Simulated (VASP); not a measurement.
Here is a VASP 6.6.1 calculation.

File INCAR:

```
PREC = Accurate
ENCUT = 500
EDIFF = 1E-6
ISMEAR = -1
SIGMA = 0.05
LREAL = False
LASPH = True
NELM = 120
ALGO = Normal
ISIF = 2
LWAVE = False
LCHARG = False
GGA = PS
NBANDS = 12
GGA_COMPAT = False
```

The input KPOINTS:

```
regular mesh
0
Gamma
  12 12 12
```

The input POSCAR:

```
Zn
1.0
    0.0000000000      1.9647760000      2.0433670400
    1.9647760000      0.0000000000      2.0433670400
    1.9647760000      1.9647760000      0.0000000000
Zn
1
Direct
    0.0000000000      0.0000000000      0.0000000000
```

Potentials or basis: VASP PAW PBE potentials, release 64 (Zn).

The run is started by

```sh
$ cat potpaw_PBE.64/Zn/POTCAR > POTCAR
$ mpirun -np 1 vasp_std > vasp.out
```

(1) Predict the pressure.

(2) Estimate the band gap on the k mesh.

Results:

(1) -6.6 GPa.

(2) zero (bands 6 and 7 overlap by 3.70 eV).

Caveat: the cell stands under tension; the PAW data sets were made with another functional, which shifts forces and pressure a little.
